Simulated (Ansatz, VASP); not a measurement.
Rh in VASP and in Ansatz

```xyz
2
Lattice="2.7521 0.0000 0.0000 -1.3760 2.3834 0.0000 0.0000 0.0000 4.6658" Properties=species:S:1:pos:R:3 pbc="T T T"
Rh    1.3761    0.7945    3.4993
Rh    0.0000    1.5889    1.1664
```

Alike in both runs: task single point; functional PBE; k mesh 18 × 18 × 10; occupations gaussian, width 0.15 eV; no spin polarisation.

```csv
,VASP,Ansatz
version,VASP 6.6.1,Ansatz 0.2.0
potentials or method,"VASP PAW PBE potentials, release 64 (Rh_pv), cutoff 520 eV","scalar-relativistic, plane waves, PAW"
valence electrons in the cell,30,34
```

Ansatz gave:

* gap on the k mesh at the Fermi level (eV): none
* pressure (GPa): -16.3
* traceless stress, the component that is largest in VASP (GPa): -5.96

Question: Which values does VASP return?

Answer: gap on the k mesh at the Fermi level (eV): none; pressure (GPa): -16.3; traceless stress, the component that is largest in VASP (GPa): -5.97.

A gap of «none» marks a metal or a gap that the smearing closes. VASP's potentials hold 30 valence electrons a cell and Ansatz's 34, so a difference there can come from the potentials and not from the codes.
